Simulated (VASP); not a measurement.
Runs of VASP 6.6.1 on C. The structure is that of space group Fd-3m (No. 227), or close to it. The cells are those of the table. 

```tsv
task	cell	k mesh	smearing	gap on the mesh (eV)	pressure (GPa)	relaxed volume (Å³/atom)
relaxation of cell and atoms	relaxed from a = 2.517 Å, angles 60.0°, 2 atoms	10 × 10 × 10	gaussian 0.1 eV	4.20	-0.1	5.52
relaxation of cell and atoms	relaxed from a = 2.497 Å, angles 60.0°, 2 atoms	12 × 12 × 12	gaussian 0.02 eV	4.19	0.0	5.52
single point	a = 2.497 Å, angles 60.0°, 2 atoms	10 × 10 × 10	gaussian 0.1 eV	4.20	0.9	-
single point	a = 2.497 Å, angles 60.0°, 2 atoms	12 × 12 × 12	gaussian 0.02 eV	4.20	0.9	-
single point	a = 2.517 Å, angles 60.0°, 2 atoms	8 × 8 × 8	gaussian 0.1 eV	4.11	(a)	-
```

Alike in all rows: level LDA; potentials or basis VASP PAW LDA potentials, release 64 (C); no spin polarisation; cutoff (eV) 600.

Q: Fill in the values left out.

A: (a) -9.9.

A k mesh can miss the band edges.
